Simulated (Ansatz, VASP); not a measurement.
Two plane-wave programs on Al

The input INCAR:

```
PREC = Accurate
ENCUT = 520
EDIFF = 1E-7
ISMEAR = 0
SIGMA = 0.15
LREAL = False
LASPH = True
NELM = 60
ALGO = Fast
ISIF = 2
LWAVE = False
LCHARG = False
GGA = PE
IVDW = 12
NBANDS = 14
```

KPOINTS

```
regular mesh
0
Gamma
  18 18 4
```

The input POSCAR:

```
Al
1.0
    2.8518540810      0.0000000000      0.0000000000
   -1.4259270405      2.4697780820      0.0000000000
    0.0000000000      0.0000000000      9.2410470711
Al
4
Direct
   -0.0431349629      0.0000000000      0.0000000000
    0.3333333333      0.6666666667      0.2500000000
    0.0431349629      0.0000000000      0.5000000000
    0.6666666667      0.3333333333      0.7500000000
```

Input for Ansatz:

```yaml
crystal:
  lattice:
    - [2.851854081, 0.0, 0.0]
    - [-1.4259270405, 2.469778082, 0.0]
    - [0.0, 0.0, 9.2410470711]
  atoms:
    - { symbol: Al, position: [-0.0431349629, 0.0, 0.0] }
    - { symbol: Al, position: [0.3333333333, 0.6666666667, 0.25] }
    - { symbol: Al, position: [0.0431349629, 0.0, 0.5] }
    - { symbol: Al, position: [0.6666666667, 0.3333333333, 0.75] }
basis:
  ecutwfc: 420
kpoints:
  mp_grid: { grid: [18, 18, 4] }
hamiltonian:
  xc: pbe
  pseudopotentials: { kind: paw, azcp: { folder: soft_1 } }
  dispersion: d3bj
scf:
  occupations: { method: gaussian, width: 0.15 }
output:
  forces: true
  stress: true
  eigenvalues: true
```

Change from the starting cell: mode 4 frozen in at -0.121 Å, equal normal strain along x and y +0.0133.

Alike in both runs: task single point; functional PBE; dispersion D3(BJ); k mesh 18 × 18 × 4; occupations gaussian, width 0.15 eV; no spin polarisation.

|  | VASP | Ansatz |
| --- | --- | --- |
| version | VASP 6.6.1 | Ansatz 0.2.0 |
| potentials or method | VASP PAW PBE potentials, release 64 (Al), cutoff 520 eV | scalar-relativistic, plane waves, PAW |
| valence electrons in the cell | 12 | 12 |

```csv
,VASP,Ansatz,Ansatz less VASP
gap on the k mesh at the Fermi level (eV),none,none,-
pressure (GPa),-2.0,-2.0,+0.01
"traceless stress, the component that is largest in VASP (GPa)",1.04,1.04,-0.004
rms of the force components (eV/Å),0.039,0.040,+0.0002
```

Atom by atom the forces differ by 0.000 eV/Å (rms over components). A gap of «none» marks a metal or a gap that the smearing closes.
